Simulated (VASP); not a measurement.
Crystal: Ni.

```xyz
1
Lattice="0.0000 1.7592 1.7592 1.7592 0.0000 1.7592 1.7592 1.7592 0.0000" Properties=species:S:1:pos:R:3 pbc="T T T"
Ni    0.0000    0.0000    0.0000
```

Base run:

* Program: VASP 6.6.1
* Functional: r2SCAN
* Potentials or basis: VASP PAW PBE potentials, release 64 (Ni)
* Cutoff: 520 eV
* k mesh: 20 × 20 × 20
* Occupations: gaussian, width 0.1 eV
* Spin: collinear spin, ferromagnetic start
* Starting moments: [0.75] μB

Its results: pressure -6.3 GPa; net moment 0.75 μB per cell; site moments Ni +0.77 μB.

Problem. The run is repeated on the same cell with these changes: functional from r2SCAN to PBE; further incar settings from ALGO = Normal; EDIFF = 1e-06; NBANDS = 15 to ALGO = Fast; EDIFF = 1e-06; NBANDS = 15. What comes out?

Solution. Pressure -0.2 GPa; net moment 0.63 μB per cell; site moments Ni +0.64 μB.

Caveats: the cell stands under tension (at least some runs); the PAW data sets were made with another functional, which shifts forces and pressure a little (at least some runs).
